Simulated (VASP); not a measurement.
Crystal: CoO.

```xyz
2
Lattice="-1.5080 1.5080 2.1073 1.5080 -1.5080 2.1073 1.5080 1.5080 -2.1073" Properties=species:S:1:pos:R:3 pbc="T T T"
Co    0.0000    0.0000    0.0000
O     0.0000    0.0000    2.1073
```

Base run:

| Item | Value |
| --- | --- |
| Program | VASP 6.6.1 |
| Functional | PBE |
| Potentials or basis | VASP PAW PBE potentials, release 64 (Co_sv, O_h) |
| Cutoff | 1340 eV |
| k mesh | 10 × 10 × 10 |
| Occupations | fermi-dirac, width 0.05 eV |
| Spin | collinear spin, ferromagnetic start |
| Starting moments | [3.0, 0.0] μB |
| Fixed moment | 3 μB |

Its results: pressure 0.1 GPa; site moments Co +2.57; O +0.25 μB.

The run is repeated on the same cell with these changes: fixed moment from 3 μB to 2.5 μB; moments at the start from [3.0, 0.0] to [2.5, 0.0]. What comes out?

Pressure -4.4 GPa; site moments Co +2.23; O +0.14 μB.

Caveats: the total moment is fixed, so each spin has its own Fermi level and the state may be an excited one; a cell with one magnetic atom can't hold antiferromagnetic order, which such compounds often take; the cell stands under tension (at least some runs).
